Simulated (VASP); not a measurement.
Here is a VASP 6.6.1 calculation.

The input INCAR:

```
ALGO = Normal ; EDIFF = 1E-6
ENCUT = 520 ; GGA = PE
ISIF = 2 ; ISMEAR = 0
LASPH = T ; LCHARG = T
LELF = T ; LREAL = F
LVHAR = T ; LWAVE = F
NBANDS = 21 ; NELM = 100
PREC = Accurate ; SIGMA = 0.1
```

Contents of KPOINTS:

```
k-points
0
Gamma
  12 12 8
```

The input POSCAR:

```
MgSi3N2
1.0
    5.2101243885      0.0000000000      0.0000000000
   -2.6050621942      4.5121000773      0.0000000000
    0.0000000000      0.0000000000      4.9885176038
Mg Si N
1 3 2
Direct
    0.6666666667      0.3333333333      0.0000000000
    0.6666666667      0.3333333333      0.5000000000
    0.0000000000      0.0000000000      0.0000000000
    0.0000000000      0.0000000000      0.5000000000
    0.3333333333      0.6666666667      0.1121581606
    0.3333333333      0.6666666667      0.8878418394
```

Potentials or basis: VASP PAW PBE potentials, release 64 (Mg, Si, N).

Command:

```sh
$ cat potpaw_PBE.64/Mg/POTCAR potpaw_PBE.64/Si/POTCAR potpaw_PBE.64/N/POTCAR > POTCAR
$ mpirun -np 1 vasp_std > vasp.out
```

**Question.** Predict the pressure.

**Answer.** 0.6 GPa.

**Question.** Estimate the band gap on the k mesh.

**Answer.** Zero (bands 12 and 13 overlap by 1.33 eV).

**Question.** What does it give for the largest force?

**Answer.** 1.397 eV/Å.

Stress tensor (GPa, compression positive):
```
-0.09  0.00  0.00
 0.00 -0.09  0.00
 0.00  0.00  2.02
```

Caveat: the standard files for N, O and F lose accuracy on very short bonds; forces of over 1 eV/Å act on the atoms, so gaps and moduli don't describe the material at rest.
